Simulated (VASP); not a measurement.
# AlN (Fm-3m) in VASP: further runs

Runs on AlN. Level: PBE. Tasks: single point.

Program: VASP 6.6.1. These are calculated values, not measurements. Logs are shortened: lines on timing, memory, paths and dates and some standing lists are left out, and cuts for length are marked.

## (1) The cell of the first run

The structure is cubic, space group Fm-3m (No. 225). Conventional cell: a = 4.043 Å, b = 4.043 Å, c = 4.043 Å, α = 90.00°, β = 90.00°, γ = 90.00°. Within 2.7 Å of Al (site symmetry m-3m) lie 6 N at 2.02 Å. Within 2.7 Å of N (site symmetry m-3m) lie 6 Al at 2.02 Å.

## (2) Single point, PBE (volume scaled by 0.980)

INCAR

```
SYSTEM = AlN
PREC = Accurate
ENCUT = 520
EDIFF = 1E-7
ISMEAR = 0
SIGMA = 0.05
LREAL = .FALSE.
LASPH = .TRUE.
NELM = 60
ALGO = Normal
ISIF = 2
LWAVE = .FALSE.
LCHARG = .TRUE.
GGA = PE
LELF = .TRUE.
LVHAR = .TRUE.
NBANDS = 11
```

KPOINTS

```
regular mesh
0
G
  14 14 14
  0 0 0
```

POSCAR

```
AlN
1.0
    0.0000000000      2.0216113538      2.0216113538
    2.0216113538      0.0000000000      2.0216113538
    2.0216113538      2.0216113538      0.0000000000
Al N
1 1
Direct
    0.0000000000      0.0000000000      0.0000000000
    0.5000000000      0.5000000000      0.5000000000
```

Potentials or basis: VASP PAW PBE potentials, release 64 (Al, N).

Launch:

```
$ cat potpaw_PBE.64/Al/POTCAR potpaw_PBE.64/N/POTCAR > POTCAR
$ mpirun -np 1 vasp_std > vasp.out
```

OUTCAR:

```text
SYSTEM = AlN
   PREC = Accurate
   ENCUT = 520
   EDIFF = 1E-7
   ISMEAR = 0
   LREAL = .FALSE.
   LASPH = .TRUE.
   NELM = 60
   ISIF = 2
   GGA = PE

 ion  position               nearest neighbor table
   1  0.000  0.000  0.000-   2 2.02   2 2.02   2 2.02   2 2.02   2 2.02   2 2.02
   2  0.500  0.500  0.500-   1 2.02   1 2.02   1 2.02   1 2.02   1 2.02   1 2.02

  LATTYP: Found a face centered cubic cell.
 ALAT       =     4.0432227076

  Lattice vectors:

 A1 = (   0.0000000000,   2.0216113538,   2.0216113538)
 A2 = (   2.0216113538,   0.0000000000,   2.0216113538)
 A3 = (   2.0216113538,   2.0216113538,   0.0000000000)

Analysis of symmetry for initial positions (statically):
=====================================================================
 Subroutine PRICEL returns:
 Original cell was already a primitive cell.

 Routine SETGRP: Setting up the symmetry group for a
 face centered cubic supercell.

 Subroutine GETGRP returns: Found 48 space group operations
 (whereof 48 operations were pure point group operations)
 out of a pool of 48 trial point group operations.

The static configuration has the point symmetry O_h .

Analysis of symmetry for dynamics (positions and initial velocities):
=====================================================================
 Subroutine PRICEL returns:
 Original cell was already a primitive cell.

 Routine SETGRP: Setting up the symmetry group for a
 face centered cubic supercell.

 Subroutine GETGRP returns: Found 48 space group operations
 (whereof 48 operations were pure point group operations)
 out of a pool of 48 trial point group operations.

The dynamic configuration has the point symmetry O_h .

 Subroutine INISYM returns: Found 48 space group operations
 (whereof 48 operations are pure point group operations),
 and found     1 'primitive' translations

----------------------------------------------------------------------------------------

                                     Primitive cell

  volume of cell :      16.5243

  direct lattice vectors                    reciprocal lattice vectors
     0.000000000  2.021611354  2.021611354    -0.247327459  0.247327459  0.247327459
     2.021611354  0.000000000  2.021611354     0.247327459 -0.247327459  0.247327459
     2.021611354  2.021611354  0.000000000     0.247327459  0.247327459 -0.247327459

  length of vectors
     2.858990194  2.858990194  2.858990194     0.428383726  0.428383726  0.428383726

  position of ions in fractional coordinates (direct lattice)
     0.000000000  0.000000000  0.000000000
     0.500000000  0.500000000  0.500000000

  ion indices of the primitive-cell ions
   primitive index   ion index
                 1           1
                 2           2

----------------------------------------------------------------------------------------

 KPOINTS: regular mesh

Automatic generation of k-mesh.
 Grid dimensions read from file:
 generate k-points for:   14   14   14

 Generating k-lattice:

  Cartesian coordinates                     Fractional coordinates (reciprocal lattice)
    -0.017666247  0.017666247  0.017666247     0.071428571  0.000000000  0.000000000
     0.017666247 -0.017666247  0.017666247     0.000000000  0.071428571  0.000000000
     0.017666247  0.017666247 -0.017666247     0.000000000  0.000000000  0.071428571

  Length of vectors
     0.030598838  0.030598838  0.030598838

  Shift w.r.t. Gamma in fractional coordinates (k-lattice)
     0.000000000  0.000000000  0.000000000

 Subroutine IBZKPT returns following result:
 ===========================================

 Found    104 irreducible k-points:

 Following reciprocal coordinates:
            Coordinates               Weight
  0.000000  0.000000  0.000000      1.000000
  0.071429  0.000000  0.000000      8.000000
  0.142857  0.000000  0.000000      8.000000
  0.214286  0.000000  0.000000      8.000000
  0.285714  0.000000  0.000000      8.000000
  0.357143  0.000000  0.000000      8.000000
[... 16 lines left out ...]
  0.214286  0.142857  0.000000     24.000000
  0.285714  0.142857  0.000000     24.000000
 [... further k-points ...]
   k-points           NKPTS =    104   k-points in BZ     NKDIM =    104   number of bands    NBANDS=     11
   number of dos      NEDOS =    301   number of ions     NIONS =      2
   total plane-waves  NPLWV =  13824
   dimension x,y,z NGX =    24 NGY =   24 NGZ =   24
   dimension x,y,z NGXF=    48 NGYF=   48 NGZF=   48
   ions per type =               1   1
   NGX,Y,Z   is equivalent  to a cutoff of  13.96, 13.96, 13.96 a.u.
   NGXF,Y,Z  is equivalent  to a cutoff of  27.91, 27.91, 27.91 a.u.
 SYSTEM =  AlN
   PREC   = accura    normal or accurate (medium, high low for compatibility)
   ISTART =      0    job   : 0-new  1-cont  2-samecut
   ICHARG =      2    charge: 1-file 2-atom 10-const
   ISPIN  =      1    spin polarized calculation?
   LNONCOLLINEAR =      F non collinear calculations
   LSORBIT =      F    spin-orbit coupling
   LASPH  =      T    aspherical Exc in radial PAW
   ENCUT  =  520.0 eV  38.22 Ry    6.18 a.u.   5.32  5.32  5.32*2*pi/ulx,y,z
   NELM   =     60;   NELMIN=  2; NELMDL= -5     # of ELM steps
   EDIFF  = 0.1E-06   stopping-criterion for ELM
   LREAL  =      F    real-space projection
   EDIFFG = 0.1E-05   stopping-criterion for IOM
   NSW    =      0    number of steps for IOM
   IBRION =     -1    ionic relax: 0-MD 1-quasi-New 2-CG
   NFREE  =      0    steps in history (QN), initial steepest desc. (CG)
   ISIF   =      2    stress and relaxation
   ISYM   =      2    0-nonsym 1-usesym 2-fastsym
   POTIM  = 0.5000    time-step for ionic-motion
   TEBEG  =    0.0;   TEEND  =   0.0 temperature during run
   PSTRESS=    0.0 pullay stress
   NELECT =       8.0000    total number of electrons
   NUPDOWN=      -1.0000    fix difference up-down
   EMIN   =  10.00;   EMAX   =-10.00  energy-range for DOS
   EFERMI =   0.00;   METHOD = LEGACY
   ISMEAR =     0;   SIGMA  =   0.05  broadening in eV -4-tet -1-fermi 0-gaus
   EFERMI_NEDOS =   21; number of points for ismear=-14 and -15
   IALGO  =     38    algorithm
   IMIX   =      4    mixing-type and parameters
     AMIX     =   0.40;   BMIX     =  1.00
     AMIX_MAG =   1.60;   BMIX_MAG =  1.00
  volume/ion in A,a.u.               =       8.26        55.76
  Fermi-wavevector in a.u.,A,eV,Ry     =   1.285476  2.429197 22.482912  1.652447
  Thomas-Fermi vector in A             =   2.417608
   LORBIT       =      0    0 simple, 1 ext, 2 COOP (PROOUT), +10 PAW based schemes
   GGA     = PE    functional components
   LHFCALC =     F    Hartree Fock is set to
   AEXX    =    0.0000 exact exchange contribution
   IVDW    =     0    specifies the selected vdW correction
   LEPSILON=     F    determine dielectric tensor
   LRPA    =     F    only Hartree local field effects (RPA)
 non-spin polarized calculation
 Gauss-broadening in eV      SIGMA  =   0.05
  energy-cutoff  :      520.00
  volume of cell :       16.52
 maximum number of plane-waves:       459
 NGX is ok and might be reduce to    24
   NGX = 11   NGY = 11   NGZ = 11

 number of electron       7.9999999 magnetization

 Free energy of the ion-electron system (eV)
  ---------------------------------------------------
  ext. energy  EPLUGINS =         0.00000000
  ---------------------------------------------------
  free energy    TOTEN  =       -14.54081150 eV

  energy without entropy =      -14.54081150  energy(sigma->0) =      -14.54081150

 E-fermi :  10.2347     XC(G=0): -12.2855

 val. band max:        9.9632871834   @ k =   0.0000   0.0000   0.0000
 cond. band min:      14.5697721807   @ k =   0.5000   0.5000   0.0000
 fundamental gap:      4.6064849972
 Fermi energy:        10.2347454924

 k-point     1 :       0.0000    0.0000    0.0000
  band No.  band energies     occupation
      1      -7.5893      2.00000
      2       9.9633      2.00000
      3       9.9633      2.00000
      4       9.9633      2.00000
      5      15.6426      0.00000
      6      22.1309      0.00000
      7      22.1309      0.00000
      8      22.1309      0.00000
      9      27.2718      0.00000
     10      27.7534      0.00000
     11      27.7534      0.00000

 k-point     2 :       0.0714    0.0000    0.0000
  band No.  band energies     occupation
      1      -7.4842      2.00000
      2       9.4107      2.00000
      3       9.8993      2.00000
      4       9.8993      2.00000
      5      16.0024      0.00000
      6      21.5752      0.00000
      7      22.2956      0.00000
      8      22.2956      0.00000
      9      26.6559      0.00000
     10      26.6559      0.00000
     11      28.0889      0.00000

 k-point     3 :       0.1429    0.0000    0.0000
  band No.  band energies     occupation
      1      -7.1738      2.00000
      2       8.0936      2.00000
      3       9.7274      2.00000
      4       9.7274      2.00000
      5      16.6524      0.00000
      6      20.8248      0.00000
      7      22.6189      0.00000
      8      22.6189      0.00000
      9      25.6613      0.00000
     10      25.6613      0.00000
     11      28.0132      0.00000
[... 267 lines left out ...]
 k-point    23 :       0.2143    0.1429    0.0000
  band No.  band energies     occupation
      1      -6.6707      2.00000
      2       7.2398      2.00000
      3       8.9750      2.00000
      4       9.0218      2.00000
      5      17.7045      0.00000
      6      19.0320      0.00000
      7      21.8230      0.00000
      8      23.6701      0.00000
      9      24.0389      0.00000
     10      28.2468      0.00000
     11      30.0841      0.00000

 k-point    24 :       0.2857    0.1429    0.0000
  band No.  band energies     occupation
      1      -6.1295      2.00000
      2       5.8531      2.00000
      3       8.6885      2.00000
      4       8.7168      2.00000
      5      17.7204      0.00000
      6      19.4024      0.00000
      7      20.8996      0.00000
      8      23.5523      0.00000
      9      25.0076      0.00000
     10      28.6186      0.00000
     11      29.7792      0.00000

 [... further k-points ...]

------------------------ aborting loop because EDIFF is reached ----------------------------------------

  FORCE on cell =-STRESS in cart. coord.  units (eV):
  Direction    XX          YY          ZZ          XY          YZ          ZX
  --------------------------------------------------------------------------------------
  -------------------------------------------------------------------------------------
  Total        0.5167456      0.5167456      0.5167456     -0.0000000      0.0000000     -0.0000000
  in kB       50.1030704     50.1030704     50.1030704     -0.0000000      0.0000000     -0.0000000
  external PRESSURE =      50.1030704 kB  Pullay stress =       0.0000000 kB

 VOLUME and BASIS-vectors are now :
 -----------------------------------------------------------------------------
  energy-cutoff  :      520.00
  volume of cell :       16.52
      direct lattice vectors                 reciprocal lattice vectors
     0.000000000  2.021611354  2.021611354    -0.247327459  0.247327459  0.247327459
     2.021611354  0.000000000  2.021611354     0.247327459 -0.247327459  0.247327459
     2.021611354  2.021611354  0.000000000     0.247327459  0.247327459 -0.247327459

 POSITION                                       TOTAL-FORCE (eV/Angst)
 -----------------------------------------------------------------------------------
      0.00000      0.00000      0.00000        -0.000000      0.000000      0.000000
      2.02161      2.02161      2.02161         0.000000     -0.000000     -0.000000
 -----------------------------------------------------------------------------------
    total drift:                               -0.000000     -0.000000      0.000000

  FREE ENERGIE OF THE ION-ELECTRON SYSTEM (eV)
  ---------------------------------------------------
  free  energy   TOTEN  =       -14.5408115014 eV

  energy  without entropy=      -14.5408115014  energy(sigma->0) =      -14.54081150
```

Run time: 7.1 s. Hardware: 1 thread of Intel Xeon 6975P-C (Granite Rapids), shared host; peak memory 0.14 GiB.

What came out:

```
Free energy            : -14.5408 eV
Pressure               : 5.0 GPa
Band gap on the k mesh : 4.61 eV, indirect (least direct gap 5.68 eV)
```

Caveat: the cell differs from its parent crystal (volume scaled by 0.980).

## (3) Single point, PBE

This run uses another cell than the first one, of 8.75 Å³/atom, 1.060 times its volume.

INCAR

```
PREC = Accurate ; ENCUT = 520
EDIFF = 1E-7 ; ISMEAR = 0
SIGMA = 0.05 ; LREAL = False
LASPH = True ; NELM = 60
ALGO = Normal ; ISIF = 2
LWAVE = False ; LCHARG = False
GGA = PE ; NBANDS = 11
```

KPOINTS

```
Automatic mesh
0
Gamma
  14 14 14
```

POSCAR

```
AlN
1.0
    0.0000000000      2.0609751376      2.0609751376
    2.0609751376      0.0000000000      2.0609751376
    2.0609751376      2.0609751376      0.0000000000
Al N
1 1
Direct
    0.0000000000      0.0000000000      0.0000000000
    0.5000000000      0.5000000000      0.5000000000
```

Potentials or basis: VASP PAW PBE potentials, release 64 (Al, N).

Launch:

```
$ cat potpaw_PBE.64/Al/POTCAR potpaw_PBE.64/N/POTCAR > POTCAR
$ mpirun -np 1 vasp_std > vasp.out
```

OUTCAR:

```text
PREC = Accurate
   ENCUT = 520
   EDIFF = 1E-7
   ISMEAR = 0
   LREAL = False
   LASPH = True
   NELM = 60
   ISIF = 2
   GGA = PE

 ion  position               nearest neighbor table
   1  0.000  0.000  0.000-   2 2.06   2 2.06   2 2.06   2 2.06   2 2.06   2 2.06
   2  0.500  0.500  0.500-   1 2.06   1 2.06   1 2.06   1 2.06   1 2.06   1 2.06

  LATTYP: Found a face centered cubic cell.
 ALAT       =     4.1219502752

  Lattice vectors:

 A1 = (   0.0000000000,   2.0609751376,   2.0609751376)
 A2 = (   2.0609751376,   0.0000000000,   2.0609751376)
 A3 = (   2.0609751376,   2.0609751376,   0.0000000000)

Analysis of symmetry for initial positions (statically):
=====================================================================
 Subroutine PRICEL returns:
 Original cell was already a primitive cell.

 Routine SETGRP: Setting up the symmetry group for a
 face centered cubic supercell.

 Subroutine GETGRP returns: Found 48 space group operations
 (whereof 48 operations were pure point group operations)
 out of a pool of 48 trial point group operations.

The static configuration has the point symmetry O_h .

Analysis of symmetry for dynamics (positions and initial velocities):
[... 174 lines left out ...]
      6      21.2097      0.00000
      7      21.2097      0.00000
      8      21.2097      0.00000
      9      26.1972      0.00000
     10      26.5976      0.00000
     11      26.5976      0.00000
[... 309 lines left out ...]
 k-point    24 :       0.2857    0.1429    0.0000
  band No.  band energies     occupation
      1      -6.4331      2.00000
      2       5.2256      2.00000
      3       8.0432      2.00000
      4       8.0656      2.00000
      5      16.4621      0.00000
      6      18.3659      0.00000
      7      19.6475      0.00000
      8      22.3217      0.00000
      9      23.7347      0.00000
     10      27.3513      0.00000
     11      28.2414      0.00000

 [... further k-points ...]

------------------------ aborting loop because EDIFF is reached ----------------------------------------

  FORCE on cell =-STRESS in cart. coord.  units (eV):
  Direction    XX          YY          ZZ          XY          YZ          ZX
  --------------------------------------------------------------------------------------
  -------------------------------------------------------------------------------------
  Total       -0.9862296     -0.9862296     -0.9862296     -0.0000000     -0.0000000     -0.0000000
  in kB      -90.2485807    -90.2485807    -90.2485807     -0.0000000     -0.0000000     -0.0000000
  external PRESSURE =     -90.2485807 kB  Pullay stress =       0.0000000 kB

 VOLUME and BASIS-vectors are now :
 -----------------------------------------------------------------------------
  energy-cutoff  :      520.00
  volume of cell :       17.51
      direct lattice vectors                 reciprocal lattice vectors
     0.000000000  2.060975138  2.060975138    -0.242603606  0.242603606  0.242603606
     2.060975138  0.000000000  2.060975138     0.242603606 -0.242603606  0.242603606
     2.060975138  2.060975138  0.000000000     0.242603606  0.242603606 -0.242603606

 POSITION                                       TOTAL-FORCE (eV/Angst)
 -----------------------------------------------------------------------------------
      0.00000      0.00000      0.00000         0.000000      0.000000     -0.000000
      2.06098      2.06098      2.06098         0.000000      0.000000      0.000000
 -----------------------------------------------------------------------------------
    total drift:                               -0.000000     -0.000000      0.000000

  FREE ENERGIE OF THE ION-ELECTRON SYSTEM (eV)
  ---------------------------------------------------
  free  energy   TOTEN  =       -14.5270563851 eV

  energy  without entropy=      -14.5270563851  energy(sigma->0) =      -14.52705639
```

stdout:

```text
POSCAR found type information on POSCAR AlN
 POSCAR found :  2 types and       2 ions
 scaLAPACK will be used
 LDA part: xc-table for (Slater+PW92), standard interpolation
 POSCAR, INCAR and KPOINTS ok, starting setup
 FFT: planning ... GRIDC
 FFT: planning ... GRID_SOFT
 FFT: planning ... GRID
 WAVECAR not read
 entering main loop
```

It took 7 s on 1 thread of Intel Xeon 6975P-C (Granite Rapids), shared host; peak memory 0.14 GiB.

What came out:

```
Free energy            : -14.5271 eV
Pressure               : -9.0 GPa
Band gap on the k mesh : 4.06 eV, indirect (least direct gap 4.87 eV)
```

Levels at points of the mesh, in eV from the valence-band top:
| k point | band 1 | band 2 | band 3 | band 4 | band 5 | band 6 | band 7 | band 8 |
| --- | --- | --- | --- | --- | --- | --- | --- | --- |
| (0.00, 0.00, 0.00) | -17.04 | 0.00 | 0.00 | 0.00 | 4.87 | 11.98 | 11.98 | 11.98 |
| (0.50, 0.00, 0.00) | -14.01 | -7.94 | -0.97 | -0.97 | 5.77 | 10.54 | 10.54 | 12.43 |
| (0.50, 0.50, 0.00) | -13.10 | -7.00 | -2.65 | -2.65 | 4.06 | 5.39 | 13.35 | 16.35 |

[end of part 1 of 2]
